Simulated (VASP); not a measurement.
# K2Cd (I4/mmm) in VASP: single point with PBE

Aim: the single point of K2Cd with PBE.

Everything below comes from runs of VASP 6.6.1. Logs are shortened: lines on timing, memory, paths and dates and some standing lists are left out, and cuts for length are marked.

### 1 The cell of the first run

The structure is tetragonal, space group I4/mmm (No. 139). Conventional cell: a = 4.120 Å, b = 4.120 Å, c = 14.901 Å, α = 90.00°, β = 90.00°, γ = 90.00°. Within 4.7 Å of K (site symmetry 4mm) lie 4 Cd at 3.50 Å and 9 K at 3.87 to 4.61 Å. Within 4.6 Å of Cd (site symmetry 4/mmm) lie 8 K at 3.50 Å and 4 Cd at 4.12 Å.

### 2 Single point, PBE

POSCAR

```
K2Cd
1.0
    0.0000000000      4.1200500000      0.0000000000
    4.1200500000      0.0000000000      0.0000000000
    2.0600250000      2.0600250000     -7.4504240000
K Cd
2 1
Direct
    0.3700000000      0.3700000000      0.2600000000
    0.6300000000      0.6300000000      0.7400000000
    0.0000000000      0.0000000000      0.0000000000
```

INCAR.step1

```
PREC = Accurate
ENCUT = 520
EDIFF = 1E-6
ISMEAR = -1
SIGMA = 0.1
LREAL = F
LASPH = T
NELM = 60
ALGO = Normal
ISIF = 2
LWAVE = F
LCHARG = T
GGA = PE
NBANDS = 22
```

KPOINTS.step1

```
regular mesh
0
Gamma
  9 9 9
```

INCAR.step2

```
PREC = Accurate
ENCUT = 520
EDIFF = 1E-6
ISMEAR = -5
SIGMA = 0.1
LREAL = F
LASPH = T
NELM = 60
ALGO = Normal
ISIF = 2
LWAVE = F
LCHARG = F
GGA = PE
LORBIT = 11
NEDOS = 1001
ICHARG = 11
```

KPOINTS.step2

```
regular mesh
0
Gamma
  14 14 14
```

Potentials or basis: VASP PAW PBE potentials, release 64 (K_sv, Cd).

Launch:

```
cat potpaw_PBE.64/K_sv/POTCAR potpaw_PBE.64/Cd/POTCAR > POTCAR
cp INCAR.step1 INCAR
cp KPOINTS.step1 KPOINTS
mpirun -np 1 vasp_std > vasp.out
cp INCAR.step2 INCAR
cp KPOINTS.step2 KPOINTS
mpirun -np 1 vasp_std > vasp.out
```

OUTCAR:

```text
PREC = Accurate
   ENCUT = 520
   EDIFF = 1E-6
   ISMEAR = -5
   LREAL = F
   LASPH = T
   NELM = 60
   ISIF = 2
   GGA = PE
   LORBIT = 11
   ICHARG = 11

 ion  position               nearest neighbor table
   1  0.370  0.370  0.260-   3 3.50   3 3.50   3 3.50   3 3.50
   2  0.630  0.630  0.740-   3 3.50   3 3.50   3 3.50   3 3.50
   3  0.000  0.000  0.000-   1 3.50   2 3.50   2 3.50   2 3.50   1 3.50   1 3.50   2 3.50   1 3.50

  LATTYP: Found a body centered tetragonal cell.
 ALAT       =     4.1200500000
 C/A-ratio  =     3.6166667880

  Lattice vectors:

 A1 = (  -2.0600250000,   2.0600250000,   7.4504240000)
 A2 = (   2.0600250000,  -2.0600250000,   7.4504240000)
 A3 = (   2.0600250000,   2.0600250000,  -7.4504240000)

Analysis of symmetry for initial positions (statically):
=====================================================================
 Subroutine PRICEL returns:
 Original cell was already a primitive cell.

 Routine SETGRP: Setting up the symmetry group for a
 body centered tetragonal supercell.

 Subroutine GETGRP returns: Found 16 space group operations
 (whereof 16 operations were pure point group operations)
 out of a pool of 16 trial point group operations.

The static configuration has the point symmetry D_4h.

Analysis of symmetry for dynamics (positions and initial velocities):
=====================================================================
 Subroutine PRICEL returns:
 Original cell was already a primitive cell.

 Routine SETGRP: Setting up the symmetry group for a
 body centered tetragonal supercell.

 Subroutine GETGRP returns: Found 16 space group operations
 (whereof 16 operations were pure point group operations)
 out of a pool of 16 trial point group operations.

The dynamic configuration has the point symmetry D_4h.

 Subroutine INISYM returns: Found 16 space group operations
 (whereof 16 operations are pure point group operations),
 and found     1 'primitive' translations

----------------------------------------------------------------------------------------

                                     Primitive cell

  volume of cell :     126.4695

  direct lattice vectors                    reciprocal lattice vectors
     0.000000000  4.120050000  0.000000000     0.000000000  0.242715501  0.067110275
     4.120050000  0.000000000  0.000000000     0.242715501  0.000000000  0.067110275
     2.060025000  2.060025000 -7.450424000     0.000000000  0.000000000 -0.134220549
[... 94 lines left out ...]
   ISIF   =      2    stress and relaxation
   ISYM   =      2    0-nonsym 1-usesym 2-fastsym
   POTIM  = 0.5000    time-step for ionic-motion
   TEBEG  =    0.0;   TEEND  =   0.0 temperature during run
   PSTRESS=    0.0 pullay stress
   NELECT =      30.0000    total number of electrons
   NUPDOWN=      -1.0000    fix difference up-down
   EMIN   =  10.00;   EMAX   =-10.00  energy-range for DOS
   EFERMI =   0.00;   METHOD = LEGACY
   ISMEAR =    -5;   SIGMA  =   0.10  broadening in eV -4-tet -1-fermi 0-gaus
   EFERMI_NEDOS =   21; number of points for ismear=-14 and -15
   IALGO  =     38    algorithm
   IMIX   =      4    mixing-type and parameters
     AMIX     =   0.40;   BMIX     =  1.00
     AMIX_MAG =   1.60;   BMIX_MAG =  1.00
  volume/ion in A,a.u.               =      42.16       284.49
  Fermi-wavevector in a.u.,A,eV,Ry     =   1.013413  1.915073 13.973272  1.027006
  Thomas-Fermi vector in A             =   2.146581
   LORBIT       =     11    0 simple, 1 ext, 2 COOP (PROOUT), +10 PAW based schemes
   GGA     = PE    functional components
   LHFCALC =     F    Hartree Fock is set to
   AEXX    =    0.0000 exact exchange contribution
   IVDW    =     0    specifies the selected vdW correction
   LEPSILON=     F    determine dielectric tensor
   LRPA    =     F    only Hartree local field effects (RPA)
 non-spin polarized calculation
 Fermi weights with tetrahedron method with Bloechl corrections
  energy-cutoff  :      520.00
  volume of cell :      126.47
 maximum number of plane-waves:      3428

 number of electron      30.0000010 magnetization

 Free energy of the ion-electron system (eV)
  ---------------------------------------------------
  ext. energy  EPLUGINS =         0.00000000
  ---------------------------------------------------
  free energy    TOTEN  =        -2.70731162 eV

  energy without entropy =       -2.70731162  energy(sigma->0) =       -2.70731162

 E-fermi :   0.9179     XC(G=0):  -7.3121

 val. band max:        0.9660579685   @ k =  -0.2143   0.2143   0.0000
 cond. band min:       0.8465836786   @ k =  -0.3571   0.0000   0.0714
 fundamental gap:     -0.1194742899
 Fermi energy:         0.9179288620

 k-point     1 :       0.0000    0.0000    0.0000
  band No.  band energies     occupation
      1     -30.7178      2.00000
      2     -30.7058      2.00000
      3     -14.3351      2.00000
      4     -14.1631      2.00000
      5     -14.1631      2.00000
      6     -14.1628      2.00000
[... 505 lines left out ...]
      6     -14.1892      2.00000
[... 11 lines left out ...]
     18       3.3656      0.00000
     19       3.6475      0.00000

 [... further k-points ...]

------------------------ aborting loop because EDIFF is reached ----------------------------------------

  FORCE on cell =-STRESS in cart. coord.  units (eV):
  Direction    XX          YY          ZZ          XY          YZ          ZX
  --------------------------------------------------------------------------------------
  -------------------------------------------------------------------------------------
  Total        1.5728140      1.5728140      1.5232404      0.0000000      0.0000000      0.0000000
  in kB       19.9251674     19.9251674     19.2971460      0.0000000      0.0000000      0.0000000
  external PRESSURE =      19.7158269 kB  Pullay stress =       0.0000000 kB

 VOLUME and BASIS-vectors are now :
 -----------------------------------------------------------------------------
  energy-cutoff  :      520.00
  volume of cell :      126.47
      direct lattice vectors                 reciprocal lattice vectors
     0.000000000  4.120050000  0.000000000     0.000000000  0.242715501  0.067110275
     4.120050000  0.000000000  0.000000000     0.242715501  0.000000000  0.067110275
     2.060025000  2.060025000 -7.450424000     0.000000000  0.000000000 -0.134220549

 POSITION                                       TOTAL-FORCE (eV/Angst)
 -----------------------------------------------------------------------------------
      2.06002      2.06002     -1.93711         0.000000      0.000000     -0.343395
      4.12005      4.12005     -5.51331        -0.000000     -0.000000      0.343395
      0.00000      0.00000      0.00000        -0.000000     -0.000000      0.000000
 -----------------------------------------------------------------------------------
    total drift:                                0.000000      0.000000     -0.000000

  FREE ENERGIE OF THE ION-ELECTRON SYSTEM (eV)
  ---------------------------------------------------
  free  energy   TOTEN  =        -2.7073116201 eV

  energy  without entropy=       -2.7073116201  energy(sigma->0) =       -2.70731162

 total charge

# of ion       s       p       d       tot
------------------------------------------
    1        1.985   5.560   0.024   7.568
    2        1.985   5.560   0.024   7.568
    3        0.686   0.162   9.475  10.322
--------------------------------------------------
tot          4.655  11.281   9.522  25.458
```

OSZICAR.step1:

```text
N       E                     dE             d eps       ncg     rms          rms(c)
DAV:   1     0.216230131355E+03    0.21623E+03   -0.14168E+04  3316   0.120E+03
DAV:   2     0.105080125767E+02   -0.20572E+03   -0.19978E+03  3648   0.350E+02
DAV:   3    -0.228639986437E+01   -0.12794E+02   -0.12712E+02  5686   0.716E+01
DAV:   4    -0.281833900300E+01   -0.53194E+00   -0.52852E+00  4554   0.105E+01
DAV:   5    -0.283717420603E+01   -0.18835E-01   -0.18832E-01  4968   0.137E+00    0.516E+00
DAV:   6    -0.274370067285E+01    0.93474E-01   -0.17665E-01  3984   0.272E+00    0.314E+00
DAV:   7    -0.273368499201E+01    0.10016E-01   -0.53890E-02  4224   0.122E+00    0.954E-01
DAV:   8    -0.273378264323E+01   -0.97651E-04   -0.71254E-03  4576   0.619E-01    0.744E-02
DAV:   9    -0.273382343870E+01   -0.40795E-04   -0.40303E-04  4514   0.121E-01    0.458E-02
DAV:  10    -0.273385456040E+01   -0.31122E-04   -0.10986E-04  3970   0.801E-02    0.125E-02
DAV:  11    -0.273385304210E+01    0.15183E-05   -0.14974E-05  4652   0.280E-02    0.638E-03
DAV:  12    -0.273385422249E+01   -0.11804E-05   -0.29472E-06  4026   0.125E-02    0.175E-03
DAV:  13    -0.273385440355E+01   -0.18107E-06   -0.28140E-07  2664   0.356E-03
   1 F= -.27338544E+01 E0= -.26982632E+01  d E =-.711825E-01
```

Wall time 7.3 min (1 thread of Intel Xeon Platinum 8259CL at 2.50GHz (Skylake/Cascade Lake), shared host); peak memory 0.66 GiB.

Results:

```yaml
Valence_electrons_inside_the_program's_atomic_spheres: K 7.57; Cd 10.32
```

Caveat: tetrahedron occupations give inexact forces and stress in metals.
